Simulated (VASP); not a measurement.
Here is a VASP 6.6.1 calculation.

INCAR

```
ALGO     = Normal         # electronic algorithm
EDIFF    = 1E-8           # SCF threshold, eV
ENCUT    = 520            # plane-wave cutoff, eV
ISIF     = 2              # what is computed and relaxed
ISMEAR   = 0              # smearing method
LASPH    = True           # aspherical terms in the spheres
LCHARG   = False          # write CHGCAR
LEPSILON = True           # dielectric tensor by DFPT
LREAL    = False          # projectors in reciprocal space
LWAVE    = False          # write WAVECAR
NELM     = 60             # most SCF steps
PREC     = Accurate       # precision mode
SIGMA    = 0.01           # smearing width, eV
```

File KPOINTS:

```
k-points
0
Gamma
  8 8 8
```

The input POSCAR:

```
PbS
1.0
    0.0000000000      2.9657500000      2.9657500000
    2.9657500000      0.0000000000      2.9657500000
    2.9657500000      2.9657500000      0.0000000000
Pb S
1 1
Direct
    0.0000000000      0.0000000000      0.0000000000
    0.5000000000      0.5000000000      0.5000000000
```

Potentials or basis: VASP PAW LDA potentials, release 64 (Pb_d, S).

Command:

```bash
$ cat potpaw_LDA.64/Pb_d/POTCAR potpaw_LDA.64/S/POTCAR > POTCAR
$ mpirun -np 1 vasp_std > vasp.out
```

(1) Predict the electronic dielectric tensor (diagonal).

(2) Predict the Born charges (mean of the diagonal).

(3) Predict the band gap on the k mesh.

## Answers

(1) 54.62.

(2) Pb +2.79; S -2.79 e.

(3) 0.21 eV.

Caveat: the gap is small at this level, which inflates the dielectric constant; spin-orbit coupling is left out, which moves the levels of the heavy elements.
